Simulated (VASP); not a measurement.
Write the native input for VASP 6.6.1 that does the following.

```yaml
Task: relaxation of cell and atoms
Functional: PBE
Potentials_or_basis: VASP PAW PBE potentials, release 64 (V_sv, Re, F)
Cutoff: 600 eV
k_mesh: 10 × 10 × 10
Occupations: gaussian, width 0.1 eV
Spin: no spin polarisation
Dipole_correction: no
Further_INCAR_settings: ALGO = Normal; EDIFF = 1e-07; IBRION = 2; EDIFFG = -0.01; NSW = 100; ISIF = 3
```

The structure of VRe3F lies in POSCAR:

```
VRe3F
1.0
    4.1526176644      0.0000000000      0.0000000000
    0.0000000000      4.1526176644      0.0000000000
    0.0000000000      0.0000000000      4.1526176644
V Re F
1 3 1
Direct
    0.5000000000      0.5000000000      0.5000000000
    0.0000000000      0.5000000000      0.0000000000
    0.5000000000      0.0000000000      0.0000000000
    0.0000000000      0.0000000000      0.5000000000
    0.0000000000      0.0000000000      0.0000000000
```

These files were run (other wordings do the same):

INCAR

```
PREC = Accurate
ENCUT = 600
EDIFF = 1E-7
ISMEAR = 0
SIGMA = 0.1
LREAL = F
LASPH = T
NELM = 100
ALGO = Normal
ISIF = 3
LWAVE = F
LCHARG = F
GGA = PE
IBRION = 2
NSW = 100
EDIFFG = -0.01
```

KPOINTS

```
Automatic mesh
0
Gamma
  10 10 10
```

Potentials or basis: VASP PAW PBE potentials, release 64 (V_sv, Re, F).

Launch:

```sh
$ cat potpaw_PBE.64/V_sv/POTCAR potpaw_PBE.64/Re/POTCAR potpaw_PBE.64/F/POTCAR > POTCAR
$ mpirun -np 1 vasp_std > vasp.out
```

Results of the run:

The relaxed volume is 14.34 Å³/atom. The relaxed cell is a = 4.154 Å, b = 4.154 Å, c = 4.154 Å, α = 90.00°, β = 90.00°, γ = 90.00°, the space group after relaxing (to 0.05 Å) is Pm-3m (No. 221) and the energy gained by relaxing is 0.0 meV/atom. The ionic steps are 3. The pressure after relaxing is 0.0 GPa.

Caveat: an odd number of electrons without spin polarisation forces a metal; a magnetic or distorted state may lie lower; the run has no spin polarisation, though such a crystal can be magnetic.

Wall time 5.3 min on 1 thread of Intel(R) Xeon(R) Platinum 8259CL CPU @ 2.50GHz (Skylake/Cascade Lake), with other jobs on the host, peak memory 0.3 GiB.
